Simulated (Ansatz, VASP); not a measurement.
One calculation of Rh, two programs

```
CELL_PARAMETERS angstrom
2.70957 0.00000 0.00000
-1.35479 2.34656 0.00000
0.00000 0.00000 8.85634
ATOMIC_POSITIONS crystal
Rh 0.00000 0.00000 0.00000
Rh 0.33333 0.66667 0.25000
Rh 0.00000 0.00000 0.50000
Rh 0.66667 0.33333 0.75000
```

Alike in both runs: task single point; functional LDA; k mesh 10 × 10 × 3; occupations fermi-dirac, width 0.05 eV; no spin polarisation.

|  | VASP | Ansatz |
| --- | --- | --- |
| version | VASP 6.6.1 | Ansatz 0.2.0 |
| potentials or method | VASP PAW LDA potentials, release 64 (Rh_pv), cutoff 520 eV | plane waves, PAW |
| valence electrons in the cell | 60 | 68 |

|  | VASP | Ansatz | Ansatz less VASP |
| --- | --- | --- | --- |
| pressure (GPa) | -15.8 | -16.6 | -0.77 |
| traceless stress, the component that is largest in VASP (GPa) | 0.33 | 0.34 | +0.015 |

LDA's correlation is that of Perdew and Zunger in VASP and of Perdew and Wang (1992) in Ansatz. VASP's potentials hold 60 valence electrons a cell and Ansatz's 68, so a difference there can come from the potentials and not from the codes.
